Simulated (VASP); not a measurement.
# AlNi (P4mm) in VASP: notebook, part 3 of 3

VASP 6.6.1. The steps go on from the part before.

## 6. Single point, PBEsol (atoms displaced along a vibrational mode, the cell strained)

INCAR reads:

```
SYSTEM = AlNi
ALGO = Fast
EDIFF = 1E-6
ENCUT = 520
GGA = PS
ISIF = 2
ISMEAR = 0
LASPH = .True.
LCHARG = .False.
LREAL = .False.
LWAVE = .False.
NBANDS = 14
NELM = 80
PREC = Accurate
SIGMA = 0.15
```

KPOINTS reads:

```
k-points
0
Gamma
  16 16 16
  0 0 0
```

POSCAR reads:

```
AlNi
1.0
    2.9096158249      0.0000000000      0.0000000000
    0.0000000000      2.9096158249      0.0000000000
    0.0000000000      0.0000000000      2.9096158249
Al Ni
1 1
Direct
    0.0000000000      0.0000000000     -0.0066391239
    0.5000000000      0.5000000000      0.5030520259
```

Potentials or basis: VASP PAW PBE potentials, release 64 (Al, Ni).

Run with:

```console
cat potpaw_PBE.64/Al/POTCAR potpaw_PBE.64/Ni/POTCAR > POTCAR
mpirun -np 1 vasp_std > vasp.out
```

OUTCAR:

```text
SYSTEM = AlNi
   EDIFF = 1E-6
   ENCUT = 520
   GGA = PS
   ISIF = 2
   ISMEAR = 0
   LASPH = .True.
   LREAL = .False.
   NELM = 80
   PREC = Accurate

 ion  position               nearest neighbor table
   1  0.000  0.000  0.993-   2 2.50   2 2.50   2 2.50   2 2.50   2 2.54   2 2.54   2 2.54   2 2.54

   2  0.500  0.500  0.503-   1 2.50   1 2.50   1 2.50   1 2.50   1 2.54   1 2.54   1 2.54   1 2.54

  LATTYP: Found a simple cubic cell.
 ALAT       =     2.9096158249

  Lattice vectors:

 A1 = (   2.9096158249,   0.0000000000,   0.0000000000)
 A2 = (   0.0000000000,   2.9096158249,   0.0000000000)
 A3 = (   0.0000000000,   0.0000000000,   2.9096158249)

Analysis of symmetry for initial positions (statically):
=====================================================================
 Subroutine PRICEL returns:
 Original cell was already a primitive cell.

 Routine SETGRP: Setting up the symmetry group for a
 simple cubic supercell.

 Subroutine GETGRP returns: Found  8 space group operations
 (whereof  8 operations were pure point group operations)
 out of a pool of 48 trial point group operations.

The static configuration has the point symmetry C_4v.

Analysis of symmetry for dynamics (positions and initial velocities):
[... 171 lines left out ...]
      2       6.4166      2.00000
      3       6.4174      2.00000
      4       8.0317      2.00000
      5       8.0325      2.00000
      6       8.0325      2.00000
      7      14.8852      0.00000
      8      14.8852      0.00000
      9      14.8859      0.00000
     10      17.5641      0.00000
     11      17.5642      0.00000
     12      22.7109      0.00000
     13      30.0630      0.00000
     14      30.0691      0.00000
[... 377 lines left out ...]
      1      -0.7046      2.00000
      2       6.3026      2.00000
      3       6.5515      2.00000
      4       7.7591      2.00000
      5       7.8012      2.00000
      6       8.0312      2.00000
      7      11.4842      0.00000
      8      14.8657      0.00000
      9      15.7767      0.00000
     10      18.1484      0.00000
     11      20.5843      0.00000
     12      25.2200      0.00000
     13      25.3926      0.00000
     14      26.2541      0.00000

 [... further k-points ...]
[... 5 lines left out ...]
  --------------------------------------------------------------------------------------
  -------------------------------------------------------------------------------------
  Total       -1.1942482     -1.1942482     -1.1987346      0.0000000     -0.0000000      0.0000000
  in kB      -77.6780321    -77.6780321    -77.9698445      0.0000000     -0.0000000      0.0000000
  external PRESSURE =     -77.7753029 kB  Pullay stress =       0.0000000 kB

 VOLUME and BASIS-vectors are now :
 -----------------------------------------------------------------------------
  energy-cutoff  :      520.00
  volume of cell :       24.63
      direct lattice vectors                 reciprocal lattice vectors
     2.909615825  0.000000000  0.000000000     0.343687985  0.000000000  0.000000000
     0.000000000  2.909615825  0.000000000     0.000000000  0.343687985  0.000000000
     0.000000000  0.000000000  2.909615825     0.000000000  0.000000000  0.343687985

 POSITION                                       TOTAL-FORCE (eV/Angst)
 -----------------------------------------------------------------------------------
      0.00000      0.00000      2.89030         0.000000     -0.000000      0.143933
      1.45481      1.45481      1.46369         0.000000      0.000000     -0.143933
 -----------------------------------------------------------------------------------
    total drift:                                0.000000     -0.000000     -0.000072

  FREE ENERGIE OF THE ION-ELECTRON SYSTEM (eV)
  ---------------------------------------------------
  free  energy   TOTEN  =       -11.5608123263 eV

  energy  without entropy=      -11.5518721056  energy(sigma->0) =      -11.55634222
```

OSZICAR:

```text
N       E                     dE             d eps       ncg     rms          rms(c)
DAV:   1     0.396316281642E+02    0.39632E+02   -0.53523E+03 11484   0.961E+02
DAV:   2    -0.113869995188E+02   -0.51019E+02   -0.46205E+02 12108   0.178E+02
DAV:   3    -0.131266177024E+02   -0.17396E+01   -0.17214E+01 14592   0.366E+01
DAV:   4    -0.131496156253E+02   -0.22998E-01   -0.22992E-01 13516   0.384E+00
DAV:   5    -0.131502975073E+02   -0.68188E-03   -0.68187E-03 14734   0.722E-01    0.125E+01
RMM:   6    -0.154488097164E+02   -0.22985E+01   -0.16515E+01 13769   0.506E+01    0.179E+01
RMM:   7    -0.115823071072E+02    0.38665E+01   -0.46100E+00 12644   0.261E+01    0.115E+00
RMM:   8    -0.115722068206E+02    0.10100E-01   -0.10837E-01 12055   0.324E+00    0.775E-01
RMM:   9    -0.115652339799E+02    0.69728E-02   -0.34043E-02 12779   0.112E+00    0.589E-01
RMM:  10    -0.115607726406E+02    0.44613E-02   -0.82127E-03 13746   0.114E+00    0.118E-01
RMM:  11    -0.115610780382E+02   -0.30540E-03   -0.87576E-04 15249   0.354E-01    0.159E-01
RMM:  12    -0.115608005306E+02    0.27751E-03   -0.46286E-04 14549   0.243E-01    0.196E-02
RMM:  13    -0.115608100171E+02   -0.94864E-05   -0.96473E-05 15454   0.675E-02    0.120E-02
RMM:  14    -0.115608116296E+02   -0.16126E-05   -0.18342E-05 15789   0.294E-02    0.880E-03
RMM:  15    -0.115608123263E+02   -0.69662E-06   -0.17794E-06 10221   0.130E-02
   1 F= -.11560812E+02 E0= -.11556342E+02  d E =-.894022E-02
```

stdout:

```text
POSCAR found type information on POSCAR AlNi
 POSCAR found :  2 types and       2 ions
 scaLAPACK will be used
 -----------------------------------------------------------------------------
|                                                                             |
|                                                                             |
|     You enforced a specific xc type in the INCAR file but a different       |
|     I HOPE YOU KNOW WHAT YOU ARE DOING!                                     |
|                                                                             |
 -----------------------------------------------------------------------------

 LDA part: xc-table for (Slater+PW92), standard interpolation
 POSCAR, INCAR and KPOINTS ok, starting setup
 FFT: planning ... GRIDC
 FFT: planning ... GRID_SOFT
 FFT: planning ... GRID
 WAVECAR not read
 entering main loop
WARNING in EDDRMM: call to ZHEGV failed, returncode =   8  4     14
WARNING in EDDRMM: call to ZHEGV failed, returncode =   6  3     14
```

Wall time 39 s (1 thread of Intel Xeon 6975P-C (Granite Rapids), shared host); peak memory 0.25 GiB.

What came out:

```
Free energy            : -11.5608 eV
Pressure               : -7.8 GPa
Largest force          : 0.144 eV/Å
Band gap on the k mesh : zero (an odd number of electrons rules out a gap without spin polarisation)
```

Forces on the atoms (eV/Å):
```
Al   0.000  0.000  0.144
Ni   0.000  0.000 -0.144
```

Levels at points of the mesh, in eV from the Fermi level:
```
           k point  band 3  band 4  band 5  band 6  band 7  band 8  band 9  band 10  band 11  band 12
(0.00, 0.00, 0.00)   -3.10   -1.49   -1.49   -1.49    5.37    5.37    5.37     8.05     8.05    13.19
(0.50, 0.00, 0.00)   -2.65   -2.16   -2.16   -1.40   -0.63    8.26    9.84     9.84    10.60    10.61
(0.00, 0.00, 0.50)   -2.65   -2.16   -2.16   -1.40   -0.63    8.26    9.84     9.84    10.61    10.61
(0.50, 0.50, 0.00)   -2.80   -2.80   -1.99   -1.99   -0.98    1.40    2.35    11.96    14.81    14.81
(0.00, 0.50, 0.50)   -2.80   -2.80   -2.00   -1.99   -0.98    1.40    2.35    11.96    14.89    14.89
(0.50, 0.50, 0.50)   -3.95   -0.95   -0.95    2.00    2.00    2.00    3.46     4.35     4.35     4.35
```

Caveat: the cell differs from its parent crystal (atoms displaced along a vibrational mode, the cell strained); the cell stands under tension; the PAW data sets were made with another functional, which shifts forces and pressure a little. Spin polarisation is off, so any magnetic state and its effect on volume and gap are missing.

## 7. Summary

| cell | gap on the mesh (eV) | pressure (GPa) | largest force (eV/Å) |
| --- | --- | --- | --- |
| a = 2.886 Å, 2 atoms, atomic positions A | none | -3.4 | 0.48 |
| a = 2.886 Å, 2 atoms, atomic positions B | none | -3.8 | 0.16 |
| a = 2.886 Å, 2 atoms, atomic positions C | none | -3.1 | 0.63 |
| a = 2.886 Å, 2 atoms, atomic positions D | none | -3.6 | 0.32 |
| a = 2.910 Å, 2 atoms, atomic positions B | none | -7.8 | 0.14 |

Alike in all rows: task single point; level PBEsol; potentials or basis VASP PAW PBE potentials, release 64 (Al, Ni); no spin polarisation; k mesh 16 × 16 × 16; cutoff (eV) 520; smearing gaussian 0.15 eV.

Caveats: the cell stands under tension; the PAW data sets were made with another functional, which shifts forces and pressure a little.

Total energies depend on the potentials used, so only differences within one code and one set of settings carry meaning.
